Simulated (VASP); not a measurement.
# Pt in VASP: further runs

Runs on Pt. Level: r2SCAN. Tasks: single point.

All numbers are computed with VASP 6.6.1; they aren't measurements. Logs are shortened: lines on timing, memory, paths and dates and some standing lists are left out, and cuts for length are marked.

**1. The cell of the first run**

It takes space group P6_3/mmc (No. 194, hexagonal). Conventional cell: a = 2.779 Å, b = 2.779 Å, c = 4.824 Å, α = 90.00°, β = 90.00°, γ = 120.00°. Within 3.7 Å of Pt (site symmetry -6m2) lie 12 Pt at 2.78 to 2.90 Å.

**2. Single point, r2SCAN**

POSCAR

```
Pt
1.0
    2.7789487024      0.0000000000      0.0000000000
   -1.3894743512      2.4066401720      0.0000000000
    0.0000000000      0.0000000000      4.8238709117
Pt
2
Direct
    0.3333333333      0.6666666667      0.2500000000
    0.6666666667      0.3333333333      0.7500000000
```

INCAR.step1

```
PREC     = Accurate       # precision mode
ENCUT    = 550            # plane-wave cutoff, eV
ISMEAR   = -1             # smearing method
SIGMA    = 0.05           # smearing width, eV
LREAL    = False          # projectors in reciprocal space
LASPH    = True           # aspherical terms in the spheres
NELM     = 120            # most SCF steps
NBANDS   = 25             # bands
GGA      = PE             # functional
ALGO     = Normal         # electronic algorithm
EDIFF    = 1E-5           # SCF threshold, eV
LWAVE    = True           # write WAVECAR
LCHARG   = False          # write CHGCAR
GGA_COMPAT= False
```

INCAR.step2

```
PREC     = Accurate       # precision mode
ENCUT    = 550            # plane-wave cutoff, eV
EDIFF    = 1E-6           # SCF threshold, eV
ISMEAR   = -1             # smearing method
SIGMA    = 0.05           # smearing width, eV
LREAL    = False          # projectors in reciprocal space
LASPH    = True           # aspherical terms in the spheres
NELM     = 120            # most SCF steps
ALGO     = Normal         # electronic algorithm
ISIF     = 2              # what is computed and relaxed
LWAVE    = False          # write WAVECAR
LCHARG   = False          # write CHGCAR
METAGGA  = R2SCAN         # meta-GGA
LMIXTAU  = True         
NBANDS   = 25             # bands
ISTART   = 1            
GGA_COMPAT= False
```

KPOINTS

```
regular mesh
0
Gamma
  11 11 6
```

Potentials or basis: VASP PAW PBE potentials, release 64 (Pt_sv_GW).

Started as:

```sh
> cat potpaw_PBE.64/Pt_sv_GW/POTCAR > POTCAR
> cp INCAR.step1 INCAR
> mpirun -np 1 vasp_std > vasp.out
> cp INCAR.step2 INCAR
> mpirun -np 1 vasp_std > vasp.out
```

OUTCAR:

```text
PREC = Accurate
   ENCUT = 550
   EDIFF = 1E-6
   ISMEAR = -1
   LREAL = False
   LASPH = True
   NELM = 120
   ISIF = 2
   METAGGA = R2SCAN
   ISTART = 1

 ion  position               nearest neighbor table
   1  0.333  0.667  0.250-   2 2.90   2 2.90   2 2.90   2 2.90   2 2.90   2 2.90
   2  0.667  0.333  0.750-   1 2.90   1 2.90   1 2.90   1 2.90   1 2.90   1 2.90

  LATTYP: Found a hexagonal cell.
 ALAT       =     2.7789487024
 C/A-ratio  =     1.7358618054

  Lattice vectors:

 A1 = (   2.7789487024,   0.0000000000,   0.0000000000)
 A2 = (  -1.3894743512,   2.4066401720,   0.0000000000)
 A3 = (   0.0000000000,   0.0000000000,   4.8238709117)

Analysis of symmetry for initial positions (statically):
=====================================================================
 Subroutine PRICEL returns:
 Original cell was already a primitive cell.

 Routine SETGRP: Setting up the symmetry group for a
 hexagonal supercell.

 Subroutine GETGRP returns: Found 24 space group operations
 (whereof 12 operations were pure point group operations)
 out of a pool of 24 trial point group operations.

The static configuration has the point symmetry D_3d.
 The point group associated with its full space group is D_6h.

Analysis of symmetry for dynamics (positions and initial velocities):
=====================================================================
 Subroutine PRICEL returns:
 Original cell was already a primitive cell.

 Routine SETGRP: Setting up the symmetry group for a
 hexagonal supercell.

 Subroutine GETGRP returns: Found 24 space group operations
 (whereof 12 operations were pure point group operations)
 out of a pool of 24 trial point group operations.

The dynamic configuration has the point symmetry D_3d.
 The point group associated with its full space group is D_6h.

 Subroutine INISYM returns: Found 24 space group operations
 (whereof 12 operations are pure point group operations),
 and found     1 'primitive' translations

----------------------------------------------------------------------------------------

                                     Primitive cell

  volume of cell :      32.2617

  direct lattice vectors                    reciprocal lattice vectors
     2.778948702  0.000000000  0.000000000     0.359848312  0.207758520  0.000000000
    -1.389474351  2.406640172  0.000000000     0.000000000  0.415517040  0.000000000
     0.000000000  0.000000000  4.823870912     0.000000000  0.000000000  0.207302396

  length of vectors
     2.778948702  2.778948702  4.823870912     0.415517040  0.415517040  0.207302396

  position of ions in fractional coordinates (direct lattice)
     0.333333333  0.666666667  0.250000000
     0.666666667  0.333333333  0.750000000

  ion indices of the primitive-cell ions
   primitive index   ion index
                 1           1
                 2           2

----------------------------------------------------------------------------------------

 KPOINTS: regular mesh

Automatic generation of k-mesh.
 Grid dimensions read from file:
 generate k-points for:   11   11    6

 Generating k-lattice:

  Cartesian coordinates                     Fractional coordinates (reciprocal lattice)
     0.032713483  0.018887138  0.000000000     0.090909091  0.000000000  0.000000000
     0.000000000  0.037774276  0.000000000     0.000000000  0.090909091  0.000000000
     0.000000000  0.000000000  0.034550399     0.000000000  0.000000000  0.166666667

  Length of vectors
     0.037774276  0.037774276  0.034550399

  Shift w.r.t. Gamma in fractional coordinates (k-lattice)
     0.000000000  0.000000000  0.000000000

 Subroutine IBZKPT returns following result:
 ===========================================

 Found     64 irreducible k-points:

 Following reciprocal coordinates:
            Coordinates               Weight
  0.000000  0.000000  0.000000      1.000000
  0.090909 -0.000000  0.000000      6.000000
  0.181818  0.000000  0.000000      6.000000
  0.272727  0.000000  0.000000      6.000000
  0.363636 -0.000000  0.000000      6.000000
  0.454545 -0.000000  0.000000      6.000000
[... 16 lines left out ...]
  0.090909  0.090909  0.166667     12.000000
  0.181818  0.090909  0.166667     24.000000
 [... further k-points ...]
   k-points           NKPTS =     64   k-points in BZ     NKDIM =     64   number of bands    NBANDS=     25
   number of dos      NEDOS =    301   number of ions     NIONS =      2
   total plane-waves  NPLWV =  23040
   dimension x,y,z NGX =    24 NGY =   24 NGZ =   40
   dimension x,y,z NGXF=    48 NGYF=   48 NGZF=   80
   ions per type =               2
   NGX,Y,Z   is equivalent  to a cutoff of  14.36, 14.36, 13.79 a.u.
   NGXF,Y,Z  is equivalent  to a cutoff of  28.72, 28.72, 27.57 a.u.
 SYSTEM =  unknown system
   PREC   = accura    normal or accurate (medium, high low for compatibility)
   ISTART =      1    job   : 0-new  1-cont  2-samecut
   ICHARG =      0    charge: 1-file 2-atom 10-const
   ISPIN  =      1    spin polarized calculation?
   LNONCOLLINEAR =      F non collinear calculations
   LSORBIT =      F    spin-orbit coupling
   LASPH  =      T    aspherical Exc in radial PAW
   ENCUT  =  550.0 eV  40.42 Ry    6.36 a.u.   5.31  5.31  9.22*2*pi/ulx,y,z
   NELM   =    120;   NELMIN=  2; NELMDL=  0     # of ELM steps
   EDIFF  = 0.1E-05   stopping-criterion for ELM
   LREAL  =      F    real-space projection
   EDIFFG = 0.1E-04   stopping-criterion for IOM
   NSW    =      0    number of steps for IOM
   IBRION =     -1    ionic relax: 0-MD 1-quasi-New 2-CG
   NFREE  =      0    steps in history (QN), initial steepest desc. (CG)
   ISIF   =      2    stress and relaxation
   ISYM   =      2    0-nonsym 1-usesym 2-fastsym
   POTIM  = 0.5000    time-step for ionic-motion
   TEBEG  =    0.0;   TEEND  =   0.0 temperature during run
   PSTRESS=    0.0 pullay stress
   NELECT =      36.0000    total number of electrons
   NUPDOWN=      -1.0000    fix difference up-down
   EMIN   =  10.00;   EMAX   =-10.00  energy-range for DOS
   EFERMI =   0.00;   METHOD = LEGACY
   ISMEAR =    -1;   SIGMA  =   0.05  broadening in eV -4-tet -1-fermi 0-gaus
   EFERMI_NEDOS =   21; number of points for ismear=-14 and -15
   IALGO  =     38    algorithm
   IMIX   =      4    mixing-type and parameters
     AMIX     =   0.40;   BMIX     =  1.00
     AMIX_MAG =   1.60;   BMIX_MAG =  1.00
  volume/ion in A,a.u.               =      16.13       108.86
  Fermi-wavevector in a.u.,A,eV,Ry     =   1.698035  3.208820 39.229972  2.883322
  Thomas-Fermi vector in A             =   2.778607
   LORBIT       =      0    0 simple, 1 ext, 2 COOP (PROOUT), +10 PAW based schemes
   METAGGA = R2SCAN    functional components
   LHFCALC =     F    Hartree Fock is set to
   AEXX    =    0.0000 exact exchange contribution
   IVDW    =     0    specifies the selected vdW correction
   LEPSILON=     F    determine dielectric tensor
   LRPA    =     F    only Hartree local field effects (RPA)
 non-spin polarized calculation
  energy-cutoff  :      550.00
  volume of cell :       32.26
 maximum number of plane-waves:       978
 NGX is ok and might be reduce to    24
   NGX = 11   NGY = 11   NGZ = 19

 number of electron      35.9999999 magnetization

 Free energy of the ion-electron system (eV)
  ---------------------------------------------------
  ext. energy  EPLUGINS =         0.00000000
  ---------------------------------------------------
  free energy    TOTEN  =      -102.65109682 eV

  energy without entropy =     -102.61786631  energy(sigma->0) =     -102.63448156

 E-fermi :   9.2598     XC(G=0): -14.7508

 val. band max:        9.2591812274   @ k =   0.3636   0.0909   0.0000
 cond. band min:       9.2649477037   @ k =   0.2727   0.2727   0.5000
 fundamental gap:      0.0057664763
 Fermi energy:         9.2598242329

 k-point     1 :       0.0000    0.0000    0.0000
  band No.  band energies     occupation
      1     -91.1047      2.00000
      2     -91.0834      2.00000
      3     -44.7787      2.00000
      4     -44.5806      2.00000
      5     -44.5806      2.00000
      6     -44.5420      2.00000
[... 17 lines left out ...]
     24      27.3652      0.00000
     25      31.0230      0.00000

 k-point     2 :       0.0909   -0.0000    0.0000
  band No.  band energies     occupation
      1     -91.1021      2.00000
      2     -91.0829      2.00000
      3     -44.7695      2.00000
      4     -44.6119      2.00000
      5     -44.5905      2.00000
      6     -44.5726      2.00000
[... 17 lines left out ...]
     24      27.6295      0.00000
     25      29.5730      0.00000

 k-point     3 :       0.1818    0.0000    0.0000
  band No.  band energies     occupation
      1     -91.0965      2.00000
      2     -91.0788      2.00000
      3     -44.7428      2.00000
      4     -44.6922      2.00000
      5     -44.6547      2.00000
      6     -44.6135      2.00000
[... 17 lines left out ...]
     24      27.4755      0.00000
     25      27.8437      0.00000

 k-point     4 :       0.2727    0.0000    0.0000
  band No.  band energies     occupation
      1     -91.0878      2.00000
      2     -91.0739      2.00000
      3     -44.7979      2.00000
      4     -44.7588      2.00000
      5     -44.7038      2.00000
      6     -44.6432      2.00000
[... 17 lines left out ...]
     24      25.8788      0.00000
     25      27.8985      0.00000
[... 477 lines left out ...]
 k-point    22 :       0.4545   -0.0000    0.1667
  band No.  band energies     occupation
      1     -91.0740      2.00000
      2     -91.0679      2.00000
      3     -44.9529      2.00000
      4     -44.9161      2.00000
      5     -44.6816      2.00000
      6     -44.6263      2.00000
[... 17 lines left out ...]
     24      22.5411      0.00000
     25      23.7411      0.00000

 k-point    23 :       0.0909    0.0909    0.1667
  band No.  band energies     occupation
      1     -91.0973      2.00000
      2     -91.0812      2.00000
      3     -44.7371      2.00000
      4     -44.6551      2.00000
      5     -44.6391      2.00000
      6     -44.5997      2.00000
[... 17 lines left out ...]
     24      26.9605      0.00000
     25      27.7416      0.00000

 k-point    24 :       0.1818    0.0909    0.1667
  band No.  band energies     occupation
      1     -91.0902      2.00000
      2     -91.0765      2.00000
      3     -44.7601      2.00000
      4     -44.7286      2.00000
      5     -44.6885      2.00000
      6     -44.6307      2.00000
[... 17 lines left out ...]
     24      26.6027      0.00000
     25      27.4480      0.00000

 [... further k-points ...]
[... 5 lines left out ...]
  --------------------------------------------------------------------------------------
  -------------------------------------------------------------------------------------
  Total       -2.6067816     -2.6067816     -2.3268154      0.0000000     -0.0000000      0.0000000
  in kB     -129.4576941   -129.4576941   -115.5540410      0.0000000     -0.0000000      0.0000000
  external PRESSURE =    -124.8231430 kB  Pullay stress =       0.0000000 kB

 VOLUME and BASIS-vectors are now :
 -----------------------------------------------------------------------------
  energy-cutoff  :      550.00
  volume of cell :       32.26
      direct lattice vectors                 reciprocal lattice vectors
     2.778948702  0.000000000  0.000000000     0.359848312  0.207758520  0.000000000
    -1.389474351  2.406640172  0.000000000     0.000000000  0.415517040  0.000000000
     0.000000000  0.000000000  4.823870912     0.000000000  0.000000000  0.207302396

 POSITION                                       TOTAL-FORCE (eV/Angst)
 -----------------------------------------------------------------------------------
     -0.00000      1.60443      1.20597        -0.000000     -0.000000      0.000000
      1.38947      0.80221      3.61790         0.000000      0.000000      0.000000
 -----------------------------------------------------------------------------------
    total drift:                               -0.000001      0.000000     -0.000000

  FREE ENERGIE OF THE ION-ELECTRON SYSTEM (eV)
  ---------------------------------------------------
  free  energy   TOTEN  =      -102.6510968169 eV

  energy  without entropy=     -102.6178663100  energy(sigma->0) =     -102.63448156
```

Run time: 1.8 min. Hardware: 1 thread of Intel Xeon Platinum 8488C (Sapphire Rapids), shared host; peak memory 0.2 GiB.

Results:

- Free energy: -102.6511 eV
- Pressure: -12.5 GPa
- Band gap on the k mesh: zero (band 18 reaches 9.66 eV, above the bottom of band 19 at 8.42 eV)

Caveat: the PAW data sets were made with another functional, which shifts forces and pressure a little; spin-orbit coupling is left out, which moves the levels of the heavy elements.

[end of part 1 of 2]
